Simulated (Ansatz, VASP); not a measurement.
**Two plane-wave programs on AlNi**

```
CELL_PARAMETERS angstrom
2.86182 0.00000 0.00000
0.00000 2.86182 0.00000
0.00000 0.00000 2.86182
ATOMIC_POSITIONS crystal
Al 0.96680 0.97344 0.00000
Ni 0.51526 0.51221 0.50000
```

Change from the starting cell: mode 4 frozen in at -0.095 Å and mode 5 at -0.076 Å (largest displacements).

Alike in both runs: task single point; functional PBEsol; k mesh 16 × 16 × 16; occupations gaussian, width 0.15 eV; no spin polarisation.

|  | VASP | Ansatz |
| --- | --- | --- |
| version | VASP 6.6.1 | Ansatz 0.2.0 |
| potentials or method | VASP PAW PBE potentials, release 64 (Al, Ni), cutoff 520 eV | scalar-relativistic, plane waves, PAW |
| valence electrons in the cell | 13 | 21 |

```csv
,VASP,Ansatz,Ansatz less VASP
gap on the k mesh at the Fermi level (eV),none,none,-
pressure (GPa),2.5,2.2,-0.32
"traceless stress, the component that is largest in VASP (GPa)",2.35,2.32,-0.024
rms of the force components (eV/Å),0.674,0.669,-0.0052
```

VASP's potentials were made for PBE, not for PBEsol, and Ansatz warns of the same on its side. Atom by atom the forces differ by 0.005 eV/Å (rms over components). A gap of «none» marks a metal or a gap that the smearing closes. VASP's potentials hold 13 valence electrons a cell and Ansatz's 21, so a difference there can come from the potentials and not from the codes.
